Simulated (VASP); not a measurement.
# AlPt (Cmmm) in VASP: single point with r2SCAN

Aim: the single point of AlPt with r2SCAN.

All numbers are computed with VASP 6.6.1; they aren't measurements. Logs are shortened: lines on timing, memory, paths and dates and some standing lists are left out, and cuts for length are marked.

### 1 The cell of the first run

It takes space group Cmmm (No. 65, orthorhombic). Conventional cell: a = 4.317 Å, b = 4.427 Å, c = 3.092 Å, α = 90.00°, β = 90.00°, γ = 90.00°. Al (site symmetry mmm) has 8 Pt at 2.66 to 2.70 Å and 6 Al at 3.09 Å within 3.5 Å. Pt (site symmetry mmm) has 8 Al at 2.66 to 2.70 Å and 6 Pt at 3.09 Å within 3.5 Å.

### 2 Single point, r2SCAN (strain +0.0250 x Voigt [0, 0, 0, 0, 0, 1])

The input, POSCAR:

```
AlPt
1.0
    3.0915460000      0.0386443250      0.0000000000
    0.0386443250      3.0915460000      0.0000000000
    0.0000000000      0.0000000000      3.0915460000
Al Pt
1 1
Direct
    0.0000000000      0.0000000000      0.0000000000
    0.5000000000      0.5000000000      0.5000000000
```

The input, INCAR.step1:

```
SYSTEM = AlPt
PREC     = Accurate       ! precision mode
ENCUT    = 520            ! plane-wave cutoff, eV
ISMEAR   = 0              ! smearing method
SIGMA    = 0.15           ! smearing width, eV
LREAL    = .FALSE.        ! projectors in reciprocal space
LASPH    = .TRUE.         ! aspherical terms in the spheres
NELM     = 60             ! most SCF steps
NBANDS   = 14             ! bands
GGA      = PE             ! functional
ALGO     = Normal         ! electronic algorithm
EDIFF    = 1E-4           ! SCF threshold, eV
LWAVE    = .TRUE.         ! write WAVECAR
LCHARG   = .FALSE.        ! write CHGCAR
```

The input, INCAR.step2:

```
SYSTEM = AlPt
PREC     = Accurate       ! precision mode
ENCUT    = 520            ! plane-wave cutoff, eV
EDIFF    = 1E-7           ! SCF threshold, eV
ISMEAR   = 0              ! smearing method
SIGMA    = 0.15           ! smearing width, eV
LREAL    = .FALSE.        ! projectors in reciprocal space
LASPH    = .TRUE.         ! aspherical terms in the spheres
NELM     = 60             ! most SCF steps
ALGO     = Normal         ! electronic algorithm
ISIF     = 2              ! what is computed and relaxed
LWAVE    = .FALSE.        ! write WAVECAR
LCHARG   = .FALSE.        ! write CHGCAR
METAGGA  = R2SCAN         ! meta-GGA
LMIXTAU  = .TRUE.       
NBANDS   = 14             ! bands
ISTART   = 1
```

The input, KPOINTS:

```
regular mesh
0
G
  16 16 16
  0 0 0
```

Potentials or basis: VASP PAW PBE potentials, release 64 (Al, Pt).

Run with:

```sh
$ cat potpaw_PBE.64/Al/POTCAR potpaw_PBE.64/Pt/POTCAR > POTCAR
$ cp INCAR.step1 INCAR
$ mpirun -np 1 vasp_std > vasp.out
$ cp INCAR.step2 INCAR
$ mpirun -np 1 vasp_std > vasp.out
```

OUTCAR:

```text
SYSTEM = AlPt
   PREC = Accurate
   ENCUT = 520
   EDIFF = 1E-7
   ISMEAR = 0
   LREAL = .FALSE.
   LASPH = .TRUE.
   NELM = 60
   ISIF = 2
   METAGGA = R2SCAN
   ISTART = 1

 ion  position               nearest neighbor table
   1  0.000  0.000  0.000-   2 2.66   2 2.66   2 2.66   2 2.66   2 2.70   2 2.70   2 2.70   2 2.70

   2  0.500  0.500  0.500-   1 2.66   1 2.66   1 2.66   1 2.66   1 2.70   1 2.70   1 2.70   1 2.70

  LATTYP: Found a base centered orthorhombic cell.
 ALAT       =     4.3174549534
 B/A-ratio  =     1.0253164557
 C/A-ratio  =     0.7160574999

  Lattice vectors:

 A1 = (  -0.0386443250,  -3.0915460000,   0.0000000000)
 A2 = (   3.0915460000,   0.0386443250,   0.0000000000)
 A3 = (   0.0000000000,   0.0000000000,   3.0915460000)

Analysis of symmetry for initial positions (statically):
=====================================================================
 Subroutine PRICEL returns:
 Original cell was already a primitive cell.

 Routine SETGRP: Setting up the symmetry group for a
 base centered orthorhombic supercell.

 Subroutine GETGRP returns: Found  8 space group operations
 (whereof  8 operations were pure point group operations)
 out of a pool of  8 trial point group operations.

The static configuration has the point symmetry D_2h.

Analysis of symmetry for dynamics (positions and initial velocities):
=====================================================================
 Subroutine PRICEL returns:
 Original cell was already a primitive cell.

 Routine SETGRP: Setting up the symmetry group for a
 base centered orthorhombic supercell.

 Subroutine GETGRP returns: Found  8 space group operations
 (whereof  8 operations were pure point group operations)
 out of a pool of  8 trial point group operations.

The dynamic configuration has the point symmetry D_2h.

 Subroutine INISYM returns: Found  8 space group operations
 (whereof  8 operations are pure point group operations),
 and found     1 'primitive' translations

----------------------------------------------------------------------------------------

                                     Primitive cell

  volume of cell :      29.5433

  direct lattice vectors                    reciprocal lattice vectors
     3.091546000  0.038644325  0.000000000     0.323513308 -0.004043916  0.000000000
     0.038644325  3.091546000  0.000000000    -0.004043916  0.323513308  0.000000000
     0.000000000  0.000000000  3.091546000     0.000000000  0.000000000  0.323462759

  length of vectors
     3.091787518  3.091787518  3.091546000     0.323538582  0.323538582  0.323462759

  position of ions in fractional coordinates (direct lattice)
     0.000000000  0.000000000  0.000000000
     0.500000000  0.500000000  0.500000000

  ion indices of the primitive-cell ions
   primitive index   ion index
                 1           1
                 2           2

----------------------------------------------------------------------------------------

 KPOINTS: regular mesh

Automatic generation of k-mesh.
 Grid dimensions read from file:
 generate k-points for:   16   16   16

 Generating k-lattice:

  Cartesian coordinates                     Fractional coordinates (reciprocal lattice)
     0.020219582 -0.000252745  0.000000000     0.062500000  0.000000000  0.000000000
    -0.000252745  0.020219582  0.000000000     0.000000000  0.062500000  0.000000000
     0.000000000  0.000000000  0.020216422     0.000000000  0.000000000  0.062500000

  Length of vectors
     0.020221161  0.020221161  0.020216422

  Shift w.r.t. Gamma in fractional coordinates (k-lattice)
     0.000000000  0.000000000  0.000000000

 Subroutine IBZKPT returns following result:
 ===========================================

 Found    657 irreducible k-points:

 Following reciprocal coordinates:
            Coordinates               Weight
  0.000000  0.000000  0.000000      1.000000
  0.062500 -0.000000  0.000000      4.000000
  0.125000 -0.000000  0.000000      4.000000
  0.187500 -0.000000  0.000000      4.000000
  0.250000 -0.000000  0.000000      4.000000
  0.312500 -0.000000  0.000000      4.000000
[... 16 lines left out ...]
 -0.125000  0.062500  0.000000      4.000000
 -0.062500  0.062500  0.000000      2.000000
 [... further k-points ...]
   k-points           NKPTS =    657   k-points in BZ     NKDIM =    657   number of bands    NBANDS=     14
   number of dos      NEDOS =    301   number of ions     NIONS =      2
   total plane-waves  NPLWV =  13824
   dimension x,y,z NGX =    24 NGY =   24 NGZ =   24
   dimension x,y,z NGXF=    48 NGYF=   48 NGZF=   48
   ions per type =               1   1
   NGX,Y,Z   is equivalent  to a cutoff of  12.90, 12.90, 12.91 a.u.
   NGXF,Y,Z  is equivalent  to a cutoff of  25.81, 25.81, 25.81 a.u.
 SYSTEM =  AlPt
   PREC   = accura    normal or accurate (medium, high low for compatibility)
   ISTART =      1    job   : 0-new  1-cont  2-samecut
   ICHARG =      0    charge: 1-file 2-atom 10-const
   ISPIN  =      1    spin polarized calculation?
   LNONCOLLINEAR =      F non collinear calculations
   LSORBIT =      F    spin-orbit coupling
   LASPH  =      T    aspherical Exc in radial PAW
   ENCUT  =  520.0 eV  38.22 Ry    6.18 a.u.   5.75  5.75  5.75*2*pi/ulx,y,z
   NELM   =     60;   NELMIN=  2; NELMDL=  0     # of ELM steps
   EDIFF  = 0.1E-06   stopping-criterion for ELM
   LREAL  =      F    real-space projection
   EDIFFG = 0.1E-05   stopping-criterion for IOM
   NSW    =      0    number of steps for IOM
   IBRION =     -1    ionic relax: 0-MD 1-quasi-New 2-CG
   NFREE  =      0    steps in history (QN), initial steepest desc. (CG)
   ISIF   =      2    stress and relaxation
   ISYM   =      2    0-nonsym 1-usesym 2-fastsym
   POTIM  = 0.5000    time-step for ionic-motion
   TEBEG  =    0.0;   TEEND  =   0.0 temperature during run
   PSTRESS=    0.0 pullay stress
   NELECT =      13.0000    total number of electrons
   NUPDOWN=      -1.0000    fix difference up-down
   EMIN   =  10.00;   EMAX   =-10.00  energy-range for DOS
   EFERMI =   0.00;   METHOD = LEGACY
   ISMEAR =     0;   SIGMA  =   0.15  broadening in eV -4-tet -1-fermi 0-gaus
   EFERMI_NEDOS =   21; number of points for ismear=-14 and -15
   IALGO  =     38    algorithm
   IMIX   =      4    mixing-type and parameters
     AMIX     =   0.40;   BMIX     =  1.00
     AMIX_MAG =   1.60;   BMIX_MAG =  1.00
  volume/ion in A,a.u.               =      14.77        99.68
  Fermi-wavevector in a.u.,A,eV,Ry     =   1.245192  2.353071 21.095863  1.550502
  Thomas-Fermi vector in A             =   2.379425
   LORBIT       =      0    0 simple, 1 ext, 2 COOP (PROOUT), +10 PAW based schemes
   METAGGA = R2SCAN    functional components
   LHFCALC =     F    Hartree Fock is set to
   AEXX    =    0.0000 exact exchange contribution
   IVDW    =     0    specifies the selected vdW correction
   LEPSILON=     F    determine dielectric tensor
   LRPA    =     F    only Hartree local field effects (RPA)
 non-spin polarized calculation
 Gauss-broadening in eV      SIGMA  =   0.15
  energy-cutoff  :      520.00
  volume of cell :       29.54
 maximum number of plane-waves:       812
   NGX = 11   NGY = 11   NGZ = 11

 number of electron      12.9999997 magnetization

 Free energy of the ion-electron system (eV)
  ---------------------------------------------------
  ext. energy  EPLUGINS =         0.00000000
  ---------------------------------------------------
  free energy    TOTEN  =       -60.22012009 eV

  energy without entropy =      -60.21402461  energy(sigma->0) =      -60.21707235

 E-fermi :  10.6517     XC(G=0): -13.1289

 val. band max:       10.6399051580   @ k =   0.3125  -0.0000   0.1250
 cond. band min:      10.6577993969   @ k =   0.3125   0.1250   0.0000
 fundamental gap:      0.0178942388
 Fermi energy:        10.6517290178

 k-point     1 :       0.0000    0.0000    0.0000
  band No.  band energies     occupation
      1      -1.4926      2.00000
      2       4.7959      2.00000
      3       4.8010      2.00000
      4       7.8318      2.00000
      5       7.8859      2.00000
      6       7.9498      2.00000
      7      14.7604      0.00000
      8      14.8175      0.00000
      9      14.8880      0.00000
     10      20.0830      0.00000
     11      20.0848      0.00000
     12      21.2746      0.00000
     13      29.0732      0.00000
     14      29.3776      0.00000

 k-point     2 :       0.0625   -0.0000    0.0000
  band No.  band energies     occupation
      1      -1.4170      2.00000
      2       4.8183      2.00000
      3       4.8268      2.00000
      4       7.7859      2.00000
      5       7.8121      2.00000
      6       7.9290      2.00000
      7      14.3412      0.00000
      8      14.9551      0.00000
      9      14.9697      0.00000
     10      19.9431      0.00000
     11      20.3498      0.00000
     12      21.6344      0.00000
     13      28.8044      0.00000
     14      28.9702      0.00000

 k-point     3 :       0.1250   -0.0000    0.0000
  band No.  band energies     occupation
      1      -1.1924      2.00000
      2       4.8810      2.00000
      3       4.8929      2.00000
      4       7.6061      2.00000
      5       7.6136      2.00000
      6       7.9304      2.00000
      7      13.2999      0.00000
      8      15.3451      0.00000
      9      15.3534      0.00000
     10      19.5581      0.00000
     11      20.6512      0.00000
     12      22.8341      0.00000
     13      27.8960      0.00000
     14      27.9751      0.00000
[... 324 lines left out ...]
 k-point    23 :      -0.1250    0.0625    0.0000
  band No.  band energies     occupation
      1      -1.1092      2.00000
      2       4.9036      2.00000
      3       4.9146      2.00000
      4       7.5453      2.00000
      5       7.5912      2.00000
      6       7.8793      2.00000
      7      13.3847      0.00000
      8      14.7986      0.00000
      9      15.4947      0.00000
     10      19.6992      0.00000
     11      20.9543      0.00000
     12      22.9760      0.00000
     13      27.8434      0.00000
     14      27.9683      0.00000

 k-point    24 :      -0.0625    0.0625    0.0000
  band No.  band energies     occupation
      1      -1.3373      2.00000
      2       4.8420      2.00000
      3       4.8484      2.00000
      4       7.7450      2.00000
      5       7.7455      2.00000
      6       7.9020      2.00000
      7      14.3626      0.00000
      8      14.5466      0.00000
      9      15.0997      0.00000
     10      19.9905      0.00000
     11      20.5348      0.00000
     12      21.9317      0.00000
     13      28.7626      0.00000
     14      28.8814      0.00000

 [... further k-points ...]

------------------------ aborting loop because EDIFF is reached ----------------------------------------

  FORCE on cell =-STRESS in cart. coord.  units (eV):
  Direction    XX          YY          ZZ          XY          YZ          ZX
  --------------------------------------------------------------------------------------
  -------------------------------------------------------------------------------------
  Total       -0.8835680     -0.8835680     -0.8833179     -0.3764256      0.0000000      0.0000000
  in kB      -47.9171832    -47.9171832    -47.9036219    -20.4141087      0.0000000      0.0000000
  external PRESSURE =     -47.9126628 kB  Pullay stress =       0.0000000 kB

 VOLUME and BASIS-vectors are now :
 -----------------------------------------------------------------------------
  energy-cutoff  :      520.00
  volume of cell :       29.54
      direct lattice vectors                 reciprocal lattice vectors
     3.091546000  0.038644325  0.000000000     0.323513308 -0.004043916  0.000000000
     0.038644325  3.091546000  0.000000000    -0.004043916  0.323513308  0.000000000
     0.000000000  0.000000000  3.091546000     0.000000000  0.000000000  0.323462759

 POSITION                                       TOTAL-FORCE (eV/Angst)
 -----------------------------------------------------------------------------------
      0.00000      0.00000      0.00000        -0.000000      0.000000      0.000000
      1.56510      1.56510      1.54577         0.000000      0.000000      0.000000
 -----------------------------------------------------------------------------------
    total drift:                                0.000000     -0.000000     -0.000000

  FREE ENERGIE OF THE ION-ELECTRON SYSTEM (eV)
  ---------------------------------------------------
  free  energy   TOTEN  =       -60.2201200912 eV

  energy  without entropy=      -60.2140246066  energy(sigma->0) =      -60.21707235
```

It took 17 min on 1 thread of Oxide Virtual Turin-like, shared host; peak memory 0.35 GiB.

What came out:

| Quantity | Value |
| --- | --- |
| Free energy | -60.2201 eV |
| Pressure | -4.8 GPa |

Stress tensor (GPa, compression positive):
```
-4.79 -2.04  0.00
-2.04 -4.79  0.00
 0.00  0.00 -4.79
```

Caveat: the cell differs from its parent crystal (strain +0.0250 x Voigt [0, 0, 0, 0, 0, 1]); the PAW data sets were made with another functional, which shifts forces and pressure a little; spin-orbit coupling is left out, which moves the levels of the heavy elements.
